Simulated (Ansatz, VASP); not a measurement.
Two plane-wave programs on Si5Ge

```
Si Ge
1.0
     4.95218    0.00000    0.00000
    -2.47609    4.28871    0.00000
     0.00000    0.00000    4.64276
Si Ge
5 1
Direct
  0.33333 0.66667 0.00000
  0.66667 0.33333 0.00000
  0.50000 0.00000 0.50000
  0.50000 0.50000 0.50000
  0.00000 0.50000 0.50000
  0.00000 0.00000 0.00000
```

Change from the starting cell: species swapped into the EuAg5 type (P6/mmm, No. 191).

Alike in both runs: functional PBE; k mesh 6 × 6 × 4; occupations gaussian, width 0.1 eV; no spin polarisation.

Ansatz relaxed the structure, and its values are those at the end. VASP's run is a single point on that final structure, the one shown.

```csv
,VASP,Ansatz
version,VASP 6.6.1,Ansatz 0.2.0
potentials or method,"VASP PAW PBE potentials, release 64 (Si, Ge_d), cutoff 520 eV","scalar-relativistic, plane waves, PAW"
valence electrons in the cell,34,34
```

|  | VASP | Ansatz | Ansatz less VASP |
| --- | --- | --- | --- |
| gap on the k mesh at the Fermi level (eV) | none | none | - |
| pressure (GPa) | 0.1 | 0.1 | +0.04 |

A gap of «none» marks a metal or a gap that the smearing closes.
